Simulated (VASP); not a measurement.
# Li2Se (Fm-3m) in VASP: a series of runs

Li2Se is run at these levels: r2SCAN; tasks: single point, relaxation of cell and atoms.

Program: VASP 6.6.1. These are calculated values, not measurements. Logs are shortened: lines on timing, memory, paths and dates and some standing lists are left out, and cuts for length are marked.

## Step 1: The cell of the first run

It takes space group Fm-3m (No. 225, cubic). Conventional cell: a = 6.046 Å, b = 6.046 Å, c = 6.046 Å, α = 90.00°, β = 90.00°, γ = 90.00°. Li (site symmetry -43m) has 4 Se at 2.62 Å and 6 Li at 3.02 Å within 3.5 Å. Se (site symmetry m-3m) has 8 Li at 2.62 Å within 3.5 Å.

## Step 2: Single point, r2SCAN (18.42 Å³/atom)

POSCAR reads:

```
Li2Se
1.0
    0.0000000000      3.0230486618      3.0230486618
    3.0230486618      0.0000000000      3.0230486618
    3.0230486618      3.0230486618      0.0000000000
Li Se
2 1
Direct
    0.2500000000      0.2500000000      0.2500000000
    0.7500000000      0.7500000000      0.7500000000
    0.0000000000      0.0000000000      0.0000000000
```

INCAR.step1 reads:

```
SYSTEM = Li2Se
PREC     = Accurate       ! precision mode
ENCUT    = 830            ! plane-wave cutoff, eV
ISMEAR   = 0              ! smearing method
SIGMA    = 0.02           ! smearing width, eV
LREAL    = .False.        ! projectors in reciprocal space
LASPH    = .True.         ! aspherical terms in the spheres
NELM     = 120            ! most SCF steps
NBANDS   = 13             ! bands
GGA      = PE             ! functional
ALGO     = Normal         ! electronic algorithm
EDIFF    = 1E-5           ! SCF threshold, eV
LWAVE    = .True.         ! write WAVECAR
LCHARG   = .False.        ! write CHGCAR
GGA_COMPAT= .False.
```

INCAR.step2 reads:

```
SYSTEM = Li2Se
PREC     = Accurate       ! precision mode
ENCUT    = 830            ! plane-wave cutoff, eV
EDIFF    = 1E-6           ! SCF threshold, eV
ISMEAR   = 0              ! smearing method
SIGMA    = 0.02           ! smearing width, eV
LREAL    = .False.        ! projectors in reciprocal space
LASPH    = .True.         ! aspherical terms in the spheres
NELM     = 120            ! most SCF steps
ALGO     = Normal         ! electronic algorithm
ISIF     = 2              ! what is computed and relaxed
LWAVE    = .False.        ! write WAVECAR
LCHARG   = .False.        ! write CHGCAR
METAGGA  = R2SCAN         ! meta-GGA
LMIXTAU  = .True.       
NBANDS   = 13             ! bands
ISTART   = 1            
GGA_COMPAT= .False.
```

KPOINTS reads:

```
Automatic mesh
0
Gamma
  8 8 8
  0 0 0
```

Potentials or basis: VASP PAW PBE potentials, release 64 (Li_sv, Se).

Command:

```console
$ cat potpaw_PBE.64/Li_sv/POTCAR potpaw_PBE.64/Se/POTCAR > POTCAR
$ cp INCAR.step1 INCAR
$ mpirun -np 1 vasp_std > vasp.out
$ cp INCAR.step2 INCAR
$ mpirun -np 1 vasp_std > vasp.out
```

OUTCAR:

```text
SYSTEM = Li2Se
   PREC = Accurate
   ENCUT = 830
   EDIFF = 1E-6
   ISMEAR = 0
   LREAL = .False.
   LASPH = .True.
   NELM = 120
   ISIF = 2
   METAGGA = R2SCAN
   ISTART = 1

 ion  position               nearest neighbor table
   1  0.250  0.250  0.250-   3 2.62   3 2.62   3 2.62   3 2.62
   2  0.750  0.750  0.750-   3 2.62   3 2.62   3 2.62   3 2.62
   3  0.000  0.000  0.000-   2 2.62   2 2.62   2 2.62   1 2.62   2 2.62   1 2.62   1 2.62   1 2.62

  LATTYP: Found a face centered cubic cell.
 ALAT       =     6.0460973236

  Lattice vectors:

 A1 = (   0.0000000000,   3.0230486618,   3.0230486618)
 A2 = (   3.0230486618,   0.0000000000,   3.0230486618)
 A3 = (   3.0230486618,   3.0230486618,   0.0000000000)

Analysis of symmetry for initial positions (statically):
=====================================================================
 Subroutine PRICEL returns:
 Original cell was already a primitive cell.

 Routine SETGRP: Setting up the symmetry group for a
 face centered cubic supercell.

 Subroutine GETGRP returns: Found 48 space group operations
 (whereof 48 operations were pure point group operations)
 out of a pool of 48 trial point group operations.

The static configuration has the point symmetry O_h .

Analysis of symmetry for dynamics (positions and initial velocities):
=====================================================================
 Subroutine PRICEL returns:
 Original cell was already a primitive cell.

 Routine SETGRP: Setting up the symmetry group for a
 face centered cubic supercell.

 Subroutine GETGRP returns: Found 48 space group operations
 (whereof 48 operations were pure point group operations)
 out of a pool of 48 trial point group operations.

The dynamic configuration has the point symmetry O_h .

 Subroutine INISYM returns: Found 48 space group operations
 (whereof 48 operations are pure point group operations),
 and found     1 'primitive' translations

----------------------------------------------------------------------------------------

                                     Primitive cell

  volume of cell :      55.2542

  direct lattice vectors                    reciprocal lattice vectors
     0.000000000  3.023048662  3.023048662    -0.165395948  0.165395948  0.165395948
     3.023048662  0.000000000  3.023048662     0.165395948 -0.165395948  0.165395948
     3.023048662  3.023048662  0.000000000     0.165395948  0.165395948 -0.165395948

  length of vectors
     4.275236417  4.275236417  4.275236417     0.286474186  0.286474186  0.286474186

[... 95 lines left out ...]
   EMIN   =  10.00;   EMAX   =-10.00  energy-range for DOS
   EFERMI =   0.00;   METHOD = LEGACY
   ISMEAR =     0;   SIGMA  =   0.02  broadening in eV -4-tet -1-fermi 0-gaus
   EFERMI_NEDOS =   21; number of points for ismear=-14 and -15
   IALGO  =     38    algorithm
   IMIX   =      4    mixing-type and parameters
     AMIX     =   0.40;   BMIX     =  1.00
     AMIX_MAG =   1.60;   BMIX_MAG =  1.00
  volume/ion in A,a.u.               =      18.42       124.29
  Fermi-wavevector in a.u.,A,eV,Ry     =   0.984042  1.859569 13.175036  0.968338
  Thomas-Fermi vector in A             =   2.115245
   LORBIT       =      0    0 simple, 1 ext, 2 COOP (PROOUT), +10 PAW based schemes
   METAGGA = R2SCAN    functional components
   LHFCALC =     F    Hartree Fock is set to
   AEXX    =    0.0000 exact exchange contribution
   IVDW    =     0    specifies the selected vdW correction
   LEPSILON=     F    determine dielectric tensor
   LRPA    =     F    only Hartree local field effects (RPA)
 non-spin polarized calculation
 Gauss-broadening in eV      SIGMA  =   0.02
  energy-cutoff  :      830.00
  volume of cell :       55.25
 maximum number of plane-waves:      3028
   NGX = 21   NGY = 21   NGZ = 21

 number of electron      12.0000004 magnetization

 Free energy of the ion-electron system (eV)
  ---------------------------------------------------
  ext. energy  EPLUGINS =         0.00000000
  ---------------------------------------------------
  free energy    TOTEN  =       -23.43253312 eV

  energy without entropy =      -23.43253312  energy(sigma->0) =      -23.43253312

 E-fermi :   0.7737     XC(G=0):  -8.5390

 val. band max:        0.5888250734   @ k =   0.0000   0.0000   0.0000
 cond. band min:       4.0658693718   @ k =   0.5000   0.5000   0.0000
 fundamental gap:      3.4770442984
 Fermi energy:         0.7737359862

 k-point     1 :       0.0000    0.0000    0.0000
  band No.  band energies     occupation
      1     -45.6029      2.00000
      2     -45.5819      2.00000
      3     -11.1257      2.00000
      4       0.5888      2.00000
      5       0.5888      2.00000
      6       0.5888      2.00000
      7       4.6295      0.00000
      8       6.8829      0.00000
      9       6.8829      0.00000
     10       6.8829      0.00000
     11      11.7051      0.00000
     12      11.7051      0.00000
     13      12.3926      0.00000
[... 354 lines left out ...]
  band No.  band energies     occupation
      1     -45.5919      2.00000
      2     -45.5919      2.00000
      3     -10.7072      2.00000
      4      -1.9411      2.00000
      5      -0.6644      2.00000
      6      -0.3020      2.00000
      7       6.5119      0.00000
      8       7.0579      0.00000
      9       8.9141      0.00000
     10       9.6330      0.00000
     11      10.7605      0.00000
     12      12.1432      0.00000
     13      13.9726      0.00000

 [... further k-points ...]

------------------------ aborting loop because EDIFF is reached ----------------------------------------

  FORCE on cell =-STRESS in cart. coord.  units (eV):
  Direction    XX          YY          ZZ          XY          YZ          ZX
  --------------------------------------------------------------------------------------
  -------------------------------------------------------------------------------------
  Total       -0.4042600     -0.4042600     -0.4042600      0.0000000      0.0000000      0.0000000
  in kB      -11.7221140    -11.7221140    -11.7221140      0.0000000      0.0000000      0.0000000
  external PRESSURE =     -11.7221140 kB  Pullay stress =       0.0000000 kB

 VOLUME and BASIS-vectors are now :
 -----------------------------------------------------------------------------
  energy-cutoff  :      830.00
  volume of cell :       55.25
      direct lattice vectors                 reciprocal lattice vectors
     0.000000000  3.023048662  3.023048662    -0.165395948  0.165395948  0.165395948
     3.023048662  0.000000000  3.023048662     0.165395948 -0.165395948  0.165395948
     3.023048662  3.023048662  0.000000000     0.165395948  0.165395948 -0.165395948

 POSITION                                       TOTAL-FORCE (eV/Angst)
 -----------------------------------------------------------------------------------
      1.51152      1.51152      1.51152        -0.000000      0.000000      0.000000
      4.53457      4.53457      4.53457         0.000000     -0.000000     -0.000000
      0.00000      0.00000      0.00000         0.000000      0.000000     -0.000000
 -----------------------------------------------------------------------------------
    total drift:                                0.000000     -0.000000      0.000000

  FREE ENERGIE OF THE ION-ELECTRON SYSTEM (eV)
  ---------------------------------------------------
  free  energy   TOTEN  =       -23.4325331174 eV

  energy  without entropy=      -23.4325331174  energy(sigma->0) =      -23.43253312
```

Wall time 1.9 min (1 thread of Intel Xeon Platinum 8488C (Sapphire Rapids), shared host); peak memory 0.27 GiB.

Results:

- Free energy: -23.4325 eV
- Pressure: -1.2 GPa
- Band gap on the k mesh: 3.48 eV (least direct gap 4.04 eV)

Caveat: the PAW data sets were made with another functional, which shifts forces and pressure a little.

## Step 3: Single point, r2SCAN (18.95 Å³/atom)

This run uses another cell than the first one, of 18.95 Å³/atom.

POSCAR reads:

```
Li2Se
1.0
    0.0000000000      3.0521182207      3.0521182207
    3.0521182207      0.0000000000      3.0521182207
    3.0521182207      3.0521182207      0.0000000000
Li Se
2 1
Direct
    0.2500000000      0.2500000000      0.2500000000
    0.7500000000      0.7500000000      0.7500000000
    0.0000000000      0.0000000000      0.0000000000
```

INCAR.step1 is that of step 2.

INCAR.step2 is that of step 2.

KPOINTS reads:

```
regular mesh
0
Gamma
  8 8 8
  0 0 0
```

Potentials or basis: VASP PAW PBE potentials, release 64 (Li_sv, Se).

Command:

```console
$ cat potpaw_PBE.64/Li_sv/POTCAR potpaw_PBE.64/Se/POTCAR > POTCAR
$ cp INCAR.step1 INCAR
$ mpirun -np 1 vasp_std > vasp.out
$ cp INCAR.step2 INCAR
$ mpirun -np 1 vasp_std > vasp.out
```

Run time: 2.5 min. Hardware: 1 thread of Intel Xeon Platinum 8488C (Sapphire Rapids), shared host; peak memory 0.29 GiB.

Results (log left out):

* Free energy: -23.4158 eV
* Pressure: -2.0 GPa
* Band gap on the k mesh: 3.49 eV (least direct gap 3.91 eV)

Levels at points of the mesh, in eV from the valence-band top:
```
           k point  band 4  band 5  band 6  band 7  band 8  band 9
(0.00, 0.00, 0.00)    0.00    0.00    0.00    3.91    6.27    6.27
(0.50, 0.00, 0.00)   -2.73   -0.49   -0.49    5.73    6.56    6.56
(0.50, 0.50, 0.00)   -2.14   -1.34   -1.34    3.49    6.84   10.97
```

Caveat: the PAW data sets were made with another functional, which shifts forces and pressure a little.

## Step 4: Relaxation of cell and atoms, r2SCAN

This run uses another cell than the first one, of 18.05 Å³/atom.

POSCAR reads:

```
Li2Se
1.0
    0.0000000000      3.0025000000      3.0025000000
    3.0025000000      0.0000000000      3.0025000000
    3.0025000000      3.0025000000      0.0000000000
Li Se
2 1
Direct
    0.2500000000      0.2500000000      0.2500000000
    0.7500000000      0.7500000000      0.7500000000
    0.0000000000      0.0000000000      0.0000000000
```

INCAR.step1 reads:

```
SYSTEM = Li2Se
PREC     = Accurate       ! precision mode
ENCUT    = 830            ! plane-wave cutoff, eV
ISMEAR   = 0              ! smearing method
SIGMA    = 0.02           ! smearing width, eV
LREAL    = .FALSE.        ! projectors in reciprocal space
LASPH    = .TRUE.         ! aspherical terms in the spheres
NELM     = 120            ! most SCF steps
GGA      = PE             ! functional
ALGO     = Normal         ! electronic algorithm
EDIFF    = 1E-5           ! SCF threshold, eV
LWAVE    = .TRUE.         ! write WAVECAR
LCHARG   = .FALSE.        ! write CHGCAR
GGA_COMPAT= .FALSE.      
IBRION   = 2              ! ionic algorithm
ISIF     = 3              ! what is computed and relaxed
EDIFFG   = -0.005         ! ionic threshold
NELMIN   = 4            
NSW      = 100            ! ionic steps
```

INCAR.step2 reads:

```
SYSTEM = Li2Se
PREC     = Accurate       ! precision mode
ENCUT    = 830            ! plane-wave cutoff, eV
EDIFF    = 1E-7           ! SCF threshold, eV
ISMEAR   = 0              ! smearing method
SIGMA    = 0.02           ! smearing width, eV
LREAL    = .FALSE.        ! projectors in reciprocal space
LASPH    = .TRUE.         ! aspherical terms in the spheres
NELM     = 120            ! most SCF steps
ALGO     = Normal         ! electronic algorithm
ISIF     = 3              ! what is computed and relaxed
LWAVE    = .FALSE.        ! write WAVECAR
LCHARG   = .FALSE.        ! write CHGCAR
METAGGA  = R2SCAN         ! meta-GGA
LMIXTAU  = .TRUE.       
IBRION   = 2              ! ionic algorithm
NSW      = 100            ! ionic steps
EDIFFG   = -0.005         ! ionic threshold
ISTART   = 1            
GGA_COMPAT= .FALSE.      
NELMIN   = 4
```

KPOINTS reads:

```
regular mesh
0
G
  8 8 8
  0 0 0
```

Command:

```console
$ cat potpaw_PBE.64/Li_sv/POTCAR potpaw_PBE.64/Se/POTCAR > POTCAR
$ cp INCAR.step1 INCAR
$ mpirun -np 1 vasp_std > vasp.out
$ cp INCAR.step2 INCAR
$ mpirun -np 1 vasp_std > vasp.out
```

Run time: 5.2 min. Hardware: 1 thread of Intel Xeon Platinum 8488C (Sapphire Rapids), shared host; peak memory 0.27 GiB.

Results (log left out):

```
Free energy                           : -23.4395 eV
Relaxed volume                        : 17.81 Å³/atom
Relaxed cell                          : a = 4.228 Å, b = 4.228 Å, c = 4.228 Å, α = 60.00°, β = 60.00°, γ = 60.00°
Space group after relaxing (to 0.1 Å) : Fm-3m (No. 225)
Energy gained by relaxing             : 0.4 meV/atom
Ionic steps                           : 5
Pressure after relaxing               : 0.0 GPa
Band gap on the k mesh                : 3.45 eV (least direct gap 4.19 eV)
```

The path:
| step | energy change (eV) | largest force (eV/Å) | pressure (GPa) | volume (Å³) |
| --- | --- | --- | --- | --- |
| 1 | 0.0000 | 0.0000 | -0.49 | 54.14 |
| 2 | -0.0010 | 0.0000 | -0.19 | 53.71 |
| 3 | -0.0011 | 0.0000 | -0.07 | 53.53 |
| 4 | -0.0010 | 0.0000 | 0.18 | 53.18 |
| 5 | -0.0012 | 0.0000 | 0.00 | 53.43 |

Final structure:
```
Li Se
1.0
     0.00000    2.98950    2.98950
     2.98950    0.00000    2.98950
     2.98950    2.98950    0.00000
Li Se
2 1
Direct
  0.25000 0.25000 0.25000
  0.75000 0.75000 0.75000
  0.00000 0.00000 0.00000
```

Levels at points of the mesh, in eV from the valence-band top:
| k point | band 2 | band 3 | band 4 | band 5 | band 6 | band 7 | band 8 | band 9 | band 10 |
| --- | --- | --- | --- | --- | --- | --- | --- | --- | --- |
| (0.00, 0.00, 0.00) | -46.11 | -11.80 | 0.00 | 0.00 | 0.00 | 4.19 | 6.31 | 6.31 | 6.31 |
| (0.50, 0.00, 0.00) | -46.12 | -11.42 | -2.93 | -0.53 | -0.53 | 6.00 | 6.60 | 6.60 | 8.66 |
| (0.50, 0.50, 0.00) | -46.12 | -11.30 | -2.28 | -1.46 | -1.46 | 3.45 | 7.01 | 11.40 | 11.40 |

Caveat: the PAW data sets were made with another functional, which shifts forces and pressure a little. r2SCAN opens gaps a little over a GGA but as a rule still falls short of measured ones.

## Step 5: Overview

```tsv
task	cell	gap on the mesh (eV)	pressure (GPa)
single point	a = 4.275 Å, angles 60.0°, 3 atoms	3.48	-1.2
single point	a = 4.316 Å, angles 60.0°, 3 atoms	3.49	-2.0
relaxation of cell and atoms	relaxed from a = 4.246 Å, angles 60.0°, 3 atoms	3.45	0.0
```

Alike in all rows: level r2SCAN; potentials or basis VASP PAW PBE potentials, release 64 (Li_sv, Se); no spin polarisation; k mesh 8 × 8 × 8; cutoff (eV) 830; smearing gaussian 0.02 eV.

Caveats: the PAW data sets were made with another functional, which shifts forces and pressure a little.

Total energies depend on the potentials used, so only differences within one code and one set of settings carry meaning.
